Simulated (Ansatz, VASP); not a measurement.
**As in VASP and in Ansatz**

```
CELL_PARAMETERS angstrom
1.88080 1.08588 3.51406
-1.88080 1.08588 3.51406
0.00000 -2.17176 3.51406
ATOMIC_POSITIONS crystal
As 0.77400 0.77400 0.77400
As 0.22600 0.22600 0.22600
```

Alike in both runs: task relaxation of cell and atoms; functional PBEsol; k mesh 10 × 10 × 10; occupations fermi-dirac, width 0.1 eV; no spin polarisation.

```csv
,VASP,Ansatz
version,VASP 6.6.1,Ansatz 0.2.0
potentials or method,"VASP PAW PBE potentials, release 64 (As), cutoff 600 eV","plane waves (420 eV) with PAW, scalar-relativistic"
valence electrons in the cell,10,30
```

|  | VASP | Ansatz | Ansatz less VASP |
| --- | --- | --- | --- |
| relaxed volume (Å³/atom) | 20.89 | 20.85 | -0.043 |
| relaxed cell length with the largest relative difference (Å) | 4.010 | 4.013 | +0.0031 |

VASP's potentials were made for PBE, not for PBEsol, and Ansatz warns of the same on its side. VASP's potentials hold 10 valence electrons a cell and Ansatz's 30, so a difference there can come from the potentials and not from the codes.
